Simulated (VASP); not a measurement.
# TiTc2 in VASP: a series of runs, part 2 of 2

VASP 6.6.1. The steps go on from the part before.

## Step 4: Single point, PBEsol (volume scaled by 1.040)

File INCAR:

```
ALGO = Normal
EDIFF = 1E-6
ENCUT = 520
GGA = PS
ISIF = 2
ISMEAR = 0
LASPH = True
LCHARG = True
LELF = True
LREAL = False
LVHAR = True
LWAVE = False
NBANDS = 26
NELM = 100
PREC = Accurate
SIGMA = 0.05
```

File KPOINTS:

```
k-points
0
Gamma
  14 14 14
```

File POSCAR:

```
TiTc2
1.0
   -1.5455522069      1.5455522069      4.6781181721
    1.5455522069     -1.5455522069      4.6781181721
    1.5455522069      1.5455522069     -4.6781181721
Ti Tc
1 2
Direct
    0.0000000000      0.0000000000      0.0000000000
    0.3320958953      0.3320958953      0.0000000000
    0.6679041047      0.6679041047      0.0000000000
```

Potentials or basis: VASP PAW PBE potentials, release 64 (Ti_sv, Tc_pv).

On the command line:

```console
cat potpaw_PBE.64/Ti_sv/POTCAR potpaw_PBE.64/Tc_pv/POTCAR > POTCAR
mpirun -np 1 vasp_std > vasp.out
```

OUTCAR:

```text
EDIFF = 1E-6
   ENCUT = 520
   GGA = PS
   ISIF = 2
   ISMEAR = 0
   LASPH = True
   LREAL = False
   NELM = 100
   PREC = Accurate

 ion  position               nearest neighbor table
   1  0.000  0.000  0.000-   3 2.69   3 2.69   3 2.69   2 2.69   3 2.69   2 2.69   2 2.69   2 2.69
                             2 3.11   3 3.11
   2  0.332  0.332  0.000-   3 2.67   3 2.67   3 2.67   3 2.67   1 2.69   1 2.69   1 2.69   1 2.69
[... 896 lines left out ...]

  FORCE on cell =-STRESS in cart. coord.  units (eV):
  Direction    XX          YY          ZZ          XY          YZ          ZX
  --------------------------------------------------------------------------------------
  -------------------------------------------------------------------------------------
  Total       -2.6687291     -2.6687291     -2.6376376      0.0000000     -0.0000000      0.0000000
  in kB      -95.6569498    -95.6569498    -94.5425199      0.0000000     -0.0000000      0.0000000
  external PRESSURE =     -95.2854732 kB  Pullay stress =       0.0000000 kB

 VOLUME and BASIS-vectors are now :
 -----------------------------------------------------------------------------
  energy-cutoff  :      520.00
  volume of cell :       44.70
      direct lattice vectors                 reciprocal lattice vectors
    -1.545552207  1.545552207  4.678118172     0.000000000  0.323508968  0.106880584
     1.545552207 -1.545552207  4.678118172     0.323508968  0.000000000  0.106880584
     1.545552207  1.545552207 -4.678118172     0.323508968  0.323508968  0.000000000

 POSITION                                       TOTAL-FORCE (eV/Angst)
 -----------------------------------------------------------------------------------
      0.00000      0.00000      0.00000         0.000000      0.000000      0.000000
      0.00000      0.00000      3.10717         0.000000      0.000000     -0.016901
      0.00000      0.00000      6.24907        -0.000000     -0.000000      0.016901
 -----------------------------------------------------------------------------------
    total drift:                               -0.000000     -0.000000      0.000000

  FREE ENERGIE OF THE ION-ELECTRON SYSTEM (eV)
  ---------------------------------------------------
  free  energy   TOTEN  =       -31.8609510461 eV

  energy  without entropy=      -31.8585113341  energy(sigma->0) =      -31.85973119
```

OSZICAR:

```text
N       E                     dE             d eps       ncg     rms          rms(c)
DAV:   1     0.511720129999E+03    0.51172E+03   -0.21410E+04 12696   0.168E+03
DAV:   2    -0.528870818612E+01   -0.51701E+03   -0.50713E+03 13216   0.499E+02
DAV:   3    -0.337366805398E+02   -0.28448E+02   -0.27614E+02 17090   0.127E+02
DAV:   4    -0.349119232941E+02   -0.11752E+01   -0.11692E+01 16908   0.224E+01
DAV:   5    -0.349361218423E+02   -0.24199E-01   -0.24179E-01 16344   0.286E+00    0.257E+01
DAV:   6    -0.321980388031E+02    0.27381E+01   -0.88811E+00 15442   0.265E+01    0.861E+00
DAV:   7    -0.326182573936E+02   -0.42022E+00   -0.78565E+00 16228   0.173E+01    0.581E+00
DAV:   8    -0.318578565884E+02    0.76040E+00   -0.31651E+00 17328   0.109E+01    0.154E+00
DAV:   9    -0.318639450416E+02   -0.60885E-02   -0.11044E-01 14474   0.233E+00    0.441E-01
DAV:  10    -0.318607582260E+02    0.31868E-02   -0.21163E-02 17084   0.828E-01    0.134E-01
DAV:  11    -0.318609357464E+02   -0.17752E-03   -0.62114E-04 15142   0.203E-01    0.767E-02
DAV:  12    -0.318609521500E+02   -0.16404E-04   -0.13588E-04 14212   0.752E-02    0.461E-02
DAV:  13    -0.318609499478E+02    0.22022E-05   -0.69977E-05 13848   0.703E-02    0.797E-03
DAV:  14    -0.318609511307E+02   -0.11828E-05   -0.10589E-05 17486   0.172E-02    0.641E-03
DAV:  15    -0.318609510461E+02    0.84615E-07   -0.14736E-06 10278   0.971E-03
   1 F= -.31860951E+02 E0= -.31859731E+02  d E =-.243971E-02
```

Run time: 9.2 min. Hardware: 1 thread of Intel Xeon Platinum 8488C (Sapphire Rapids), shared host; peak memory 0.43 GiB.

What came out:

- Free energy: -31.8610 eV
- Pressure: -9.5 GPa
- Largest force: 0.017 eV/Å
- Band gap on the k mesh: zero (band 19 reaches 12.68 eV, above the bottom of band 20 at 10.81 eV)

Forces in eV/Å, atoms in the order of the input:
```
Ti   0.000  0.000  0.000
Tc   0.000  0.000 -0.017
Tc   0.000  0.000  0.017
```

Levels at points of the mesh, in eV from the Fermi level:
```tsv
k point	band 17	band 18	band 19	band 20	band 21	band 22
(0.00, 0.00, 0.00)	-1.61	-1.45	0.08	0.08	1.43	1.55
(0.50, 0.00, 0.00)	-1.75	-0.87	-0.49	0.89	1.33	1.47
(0.50, 0.50, 0.00)	-1.90	-0.59	1.20	1.34	1.39	1.39
(0.50, 0.50, 0.50)	-1.35	-1.06	-0.54	-0.54	0.23	0.33
```

Caveat: the cell differs from its parent crystal (volume scaled by 1.040); the PAW data sets were made with another functional, which shifts forces and pressure a little.

## Step 5: Relaxation of cell and atoms, PBEsol

This run uses another cell than the first one, of the same volume but with other edges.

File INCAR:

```
ALGO     = Normal         # electronic algorithm
EDIFF    = 1E-6           # SCF threshold, eV
EDIFFG   = -0.01          # ionic threshold
ENCUT    = 600            # plane-wave cutoff, eV
GGA      = PS             # functional
IBRION   = 2              # ionic algorithm
ISIF     = 3              # what is computed and relaxed
ISMEAR   = 0              # smearing method
LASPH    = True           # aspherical terms in the spheres
LCHARG   = False          # write CHGCAR
LREAL    = False          # projectors in reciprocal space
LWAVE    = False          # write WAVECAR
NELM     = 100            # most SCF steps
NSW      = 80             # ionic steps
PREC     = Accurate       # precision mode
SIGMA    = 0.05           # smearing width, eV
```

KPOINTS is that of step 4.

File POSCAR:

```
TiTc2
1.0
   -1.6588237070      1.6588237070      4.0600413821
    1.6588237070     -1.6588237070      4.0600413821
    1.6588237070      1.6588237070     -4.0600413821
Ti Tc
1 2
Direct
    0.0000000000      0.0000000000      0.0000000000
    0.3353000000      0.3353000000      0.0000000000
    0.6647000000      0.6647000000      0.0000000000
```

Potentials or basis: VASP PAW PBE potentials, release 64 (Ti_sv, Tc_pv).

On the command line:

```console
cat potpaw_PBE.64/Ti_sv/POTCAR potpaw_PBE.64/Tc_pv/POTCAR > POTCAR
mpirun -np 1 vasp_std > vasp.out
```

OUTCAR:

```text
EDIFF = 1E-6
   EDIFFG = -0.01
   ENCUT = 600
   GGA = PS
   IBRION = 2
   ISIF = 3
   ISMEAR = 0
   LASPH = True
   LREAL = False
   NELM = 100
   NSW = 80
   PREC = Accurate

 ion  position               nearest neighbor table
   1  0.000  0.000  0.000-   3 2.70   3 2.70   3 2.70   2 2.70   3 2.70   2 2.70   2 2.70   2 2.70
                             2 2.72   3 2.72
   2  0.335  0.335  0.000-   3 2.67   1 2.70   1 2.70   1 2.70   1 2.70   1 2.72   3 2.72   3 2.72
                             3 2.72   3 2.72
   3  0.665  0.665  0.000-   2 2.67   1 2.70   1 2.70   1 2.70   1 2.70   1 2.72   2 2.72   2 2.72
                             2 2.72   2 2.72

  LATTYP: Found a body centered tetragonal cell.
 ALAT       =     3.3176474140
 C/A-ratio  =     2.4475424151

  Lattice vectors:

 A1 = (  -1.6588237070,   1.6588237070,   4.0600413821)
 A2 = (   1.6588237070,  -1.6588237070,   4.0600413821)
 A3 = (   1.6588237070,   1.6588237070,  -4.0600413821)

Analysis of symmetry for initial positions (statically):
=====================================================================
 Subroutine PRICEL returns:
 Original cell was already a primitive cell.

 Routine SETGRP: Setting up the symmetry group for a
 body centered tetragonal supercell.

 Subroutine GETGRP returns: Found 16 space group operations
 (whereof 16 operations were pure point group operations)
 out of a pool of 16 trial point group operations.

The static configuration has the point symmetry D_4h.

Analysis of symmetry for dynamics (positions and initial velocities):
=====================================================================
 Subroutine PRICEL returns:
 Original cell was already a primitive cell.

 Routine SETGRP: Setting up the symmetry group for a
 body centered tetragonal supercell.
[... 148 lines left out ...]

 number of electron      38.0000001 magnetization

 Free energy of the ion-electron system (eV)
  ---------------------------------------------------
  ext. energy  EPLUGINS =         0.00000000
  ---------------------------------------------------
  free energy    TOTEN  =       -30.99539597 eV

  energy without entropy =      -30.99113003  energy(sigma->0) =      -30.99326300

------------------------ aborting loop because EDIFF is reached ----------------------------------------

  FORCE on cell =-STRESS in cart. coord.  units (eV):
  Direction    XX          YY          ZZ          XY          YZ          ZX
  --------------------------------------------------------------------------------------
  -------------------------------------------------------------------------------------
  Total       -4.7659848     -4.7659848      4.8232680      0.0000000      0.0000000     -0.0000000
  in kB     -170.8725582   -170.8725582    172.9263031      0.0000000      0.0000000     -0.0000000
  external PRESSURE =     -56.2729378 kB  Pullay stress =       0.0000000 kB
[... 92 lines left out ...]
  FREE ENERGIE OF THE ION-ELECTRON SYSTEM (eV)
  ---------------------------------------------------
  free  energy   TOTEN  =       -31.7549898565 eV

  energy  without entropy=      -31.7524327604  energy(sigma->0) =      -31.75371131

[... ionic steps 4 to 10 ...]

--------------------------------------- Ionic step       11  -------------------------------------------

 number of electron      38.0000000 magnetization

------------------------ aborting loop because EDIFF is reached ----------------------------------------
[... 69 lines left out ...]
--------------------------------------- Ionic step       13  -------------------------------------------

 number of electron      38.0000000 magnetization

 Free energy of the ion-electron system (eV)
  ---------------------------------------------------
  ext. energy  EPLUGINS =         0.00000000
  ---------------------------------------------------
  free energy    TOTEN  =       -31.91489162 eV

  energy without entropy =      -31.91254287  energy(sigma->0) =      -31.91371725

 E-fermi :  12.0922     XC(G=0): -13.5125

 val. band max:       12.0908120822   @ k =  -0.0714  -0.2857   0.0714
 cond. band min:      12.0978248385   @ k =  -0.1429  -0.2857   0.1429
 fundamental gap:      0.0070127562
 Fermi energy:        12.0922247144

 k-point     1 :       0.0000    0.0000    0.0000
  band No.  band energies     occupation
      1     -44.4364      2.00000
      2     -27.2307      2.00000
      3     -27.0677      2.00000
      4     -27.0677      2.00000
      5     -26.6900      2.00000
      6     -26.6297      2.00000
[... 613 lines left out ...]
     22      13.3087      0.00000
     23      13.8132      0.00000

 [... further k-points ...]

------------------------ aborting loop because EDIFF is reached ----------------------------------------

  FORCE on cell =-STRESS in cart. coord.  units (eV):
  Direction    XX          YY          ZZ          XY          YZ          ZX
  --------------------------------------------------------------------------------------
  -------------------------------------------------------------------------------------
  Total       -0.0288245     -0.0288245      0.0258116      0.0000000      0.0000000      0.0000000
  in kB       -1.0760020     -1.0760020      0.9635316      0.0000000      0.0000000      0.0000000
  external PRESSURE =      -0.3961575 kB  Pullay stress =       0.0000000 kB
[... 18 lines left out ...]
  FREE ENERGIE OF THE ION-ELECTRON SYSTEM (eV)
  ---------------------------------------------------
  free  energy   TOTEN  =       -31.9148916237 eV

  energy  without entropy=      -31.9125428748  energy(sigma->0) =      -31.91371725

 reached required accuracy - stopping structural energy minimisation
```

CONTCAR:

```text
TiTc2
   1.00000000000000
    -1.5254684433734058    1.5254684433734058    4.6109814070888140
     1.5254684433734058   -1.5254684433734058    4.6109814070888140
     1.5254684433734058    1.5254684433734058   -4.6109814070888140
  Ti              Tc
     1     2
Direct
     0.0000000000000000    0.0000000000000000    0.0000000000000000
     0.3328063621995951    0.3328063621995951    0.0000000000000000
     0.6671936378004047    0.6671936378004047    0.0000000000000000

  0.00000000E+00  0.00000000E+00  0.00000000E+00
  0.00000000E+00  0.00000000E+00  0.00000000E+00
  0.00000000E+00  0.00000000E+00  0.00000000E+00
```

Wall time 2.1 h (1 thread of AMD EPYC 7R43 (Zen 3), shared host); peak memory 0.42 GiB.

Results:

```yaml
Free_energy: -31.9149 eV
Relaxed_volume: 14.31 Å³/atom
Relaxed_cell: a = 5.091 Å, b = 5.091 Å, c = 5.091 Å, α = 145.13°, β = 145.13°, γ = 50.15°
Space_group_after_relaxing_to_0.05_Å: I4/mmm (No. 139)
Energy_gained_by_relaxing: 306.5 meV/atom
Ionic_steps: 13
Pressure_after_relaxing: 0.0 GPa
Largest_force_after_relaxing: 0.007 eV/Å
Band_gap_on_the_k_mesh: zero (band 19 reaches 13.41 eV, above the bottom of band 20 at 11.36 eV)
```

Forces on the atoms (eV/Å):
```
Ti   0.000  0.000  0.000
Tc   0.000  0.000 -0.007
Tc   0.000  0.000  0.007
```

Stress tensor (GPa, compression positive):
```
-0.11  0.00  0.00
 0.00 -0.11  0.00
 0.00  0.00  0.10
```

Step by step:
```tsv
step	energy change (eV)	largest force (eV/Å)	pressure (GPa)	volume (Å³)
1	0.0000	0.7006	-5.63	44.69
2	-0.7600	0.5786	13.40	41.06
3	-0.7596	0.6951	15.38	40.81
4	-0.7672	0.2244	-7.68	44.51
5	-0.9073	0.4307	2.32	42.65
6	-0.9074	0.4365	2.60	42.60
7	-0.9168	0.0013	-1.62	43.19
8	-0.9186	0.1271	-0.41	43.02
9	-0.9194	0.0298	0.12	42.90
10	-0.9194	0.0117	0.24	42.88
11	-0.9195	0.0199	-0.14	42.95
12	-0.9195	0.0114	-0.13	42.93
13	-0.9195	0.0075	-0.04	42.92
```

Final structure:
```
Ti Tc
1.0
    -1.52547    1.52547    4.61098
     1.52547   -1.52547    4.61098
     1.52547    1.52547   -4.61098
Ti Tc
1 2
Direct
  0.00000 0.00000 0.00000
  0.33281 0.33281 0.00000
  0.66719 0.66719 0.00000
```

Caveat: the PAW data sets were made with another functional, which shifts forces and pressure a little.

## Step 6: Summary

| task | cell | cutoff (eV) | gap on the mesh (eV) | pressure (GPa) | largest force (eV/Å) |
| --- | --- | --- | --- | --- | --- |
| relaxation of shape and atoms at fixed volume | relaxed from a = 5.163 Å, angles 145.2, 145.2, 50.1°, 3 atoms | 600 | none | -9.4 | - |
| single point | a = 5.095 Å, angles 145.2, 145.2, 50.1°, 3 atoms | 520 | none | -0.2 | 0.59 |
| single point | a = 5.164 Å, angles 145.2, 145.2, 50.1°, 3 atoms | 520 | none | -9.5 | 0.02 |
| relaxation of cell and atoms | relaxed from a = 4.689 Å, angles 138.6, 138.6, 60.0°, 3 atoms | 600 | none | 0.0 | 0.01 |

Alike in all rows: level PBEsol; potentials or basis VASP PAW PBE potentials, release 64 (Ti_sv, Tc_pv); no spin polarisation; k mesh 14 × 14 × 14; smearing gaussian 0.05 eV.

Caveats: the PAW data sets were made with another functional, which shifts forces and pressure a little.

Total energies depend on the potentials used, so only differences within one code and one set of settings carry meaning.
